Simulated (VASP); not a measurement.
Runs of VASP 6.6.1 on Ir. The structure is that of space group P6_3/mmc (No. 194), or close to it. The cells are those of the table. This isn't the form of Ir at room conditions, which is fcc.

```csv
cell,gap on the mesh (eV),pressure (GPa)
"a = 2.895, b = 2.895, c = 4.167 Å, angles 90.0, 90.0, 120.0°, 2 atoms",none,-20.0
"a = 2.732, b = 2.732, c = 4.620 Å, angles 90.0, 90.0, 120.0°, 2 atoms",none,-21.6
"a = 2.895, b = 2.895, c = 4.386 Å, angles 90.0, 90.0, 120.0°, 2 atoms",none,-35.3
"a = 2.642, b = 2.642, c = 4.313 Å, angles 90.0, 90.0, 120.0°, 2 atoms",none,33.7
"a = 2.832, b = 2.831, c = 4.459 Å, angles 90.0, 90.0, 120.0°, 2 atoms",none,-30.8
"a = 2.786, b = 2.786, c = 4.503 Å, angles 90.0, 90.0, 120.0°, 2 atoms",none,-25.7
"a = 2.516, b = 2.516, c = 4.606 Å, angles 90.0, 90.0, 120.0°, 2 atoms",none,62.0
"a = 2.732, b = 2.732, c = 4.737 Å, angles 90.0, 90.0, 120.0°, 2 atoms",none,-27.2
"a = 2.705, b = 2.705, c = 4.152 Å, angles 90.0, 90.0, 120.0°, 2 atoms",none,(c)
"a = 2.642, b = 2.642, c = 4.386 Å, angles 90.0, 90.0, 120.0°, 2 atoms",none,24.7
"a = 2.832, b = 2.831, c = 4.313 Å, angles 90.0, 90.0, 120.0°, 2 atoms",none,(b)
"a = 2.786, b = 2.786, c = 4.386 Å, angles 90.0, 90.0, 120.0°, 2 atoms",none,(a)
```

Alike in all rows: task single point; level LDA; potentials or basis VASP PAW LDA potentials, release 64 (Ir); no spin polarisation; k mesh 18 × 18 × 10; cutoff (eV) 520; smearing gaussian 0.15 eV.

Estimate the missing entries.

(a) -17.9; (b) -20.8; (c) 30.8.

Caveats: spin-orbit coupling is left out, which moves the levels of the heavy elements; the cell stands under tension (at least some runs); the cell stands under pressure (at least some runs).

A k mesh can miss the band edges, and the runs leave out spin-orbit coupling on Ir.

A gap of «none» marks levels without a gap at the run's occupations.
